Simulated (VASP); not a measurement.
Input of a VASP 6.6.1 run:

INCAR

```
SYSTEM = F
PREC = Accurate
ENCUT = 1350
EDIFF = 1E-6
ISMEAR = 0
SIGMA = 0.05
LREAL = .FALSE.
LASPH = .TRUE.
NELM = 120
ALGO = Normal
ISIF = 2
LWAVE = .FALSE.
LCHARG = .FALSE.
GGA = PS
NBANDS = 22
GGA_COMPAT = .FALSE.
```

File KPOINTS:

```
regular mesh
0
G
  4 4 2
  0 0 0
```

POSCAR

```
F
1.0
    3.2766061123     -1.7946991622     -0.2527201302
    3.2766061123      1.7946991622     -0.2527201302
   -2.4902405420      0.0000000000      7.1982492859
F
4
Direct
    0.0848459664      0.0848459664      0.0940038325
    0.9151540336      0.9151540336      0.9059961675
    0.5015719855      0.5015719855      0.5937195244
    0.4984280145      0.4984280145      0.4062804756
```

Potentials or basis: VASP PAW PBE potentials, release 64 (F_h).

Command:

```bash
$ cat potpaw_PBE.64/F_h/POTCAR > POTCAR
$ mpirun -np 1 vasp_std > vasp.out
```

(1) Estimate the pressure.

(2) What does it give for the largest force?

Results:

(1) -1.8 GPa.

(2) 0.678 eV/Å.

Caveat: the k points lie up to 0.51 Å⁻¹ apart; this functional lacks dispersion, which holds the molecules together, so the pressure and a relaxed volume are unreliable; the PAW data sets were made with another functional, which shifts forces and pressure a little.
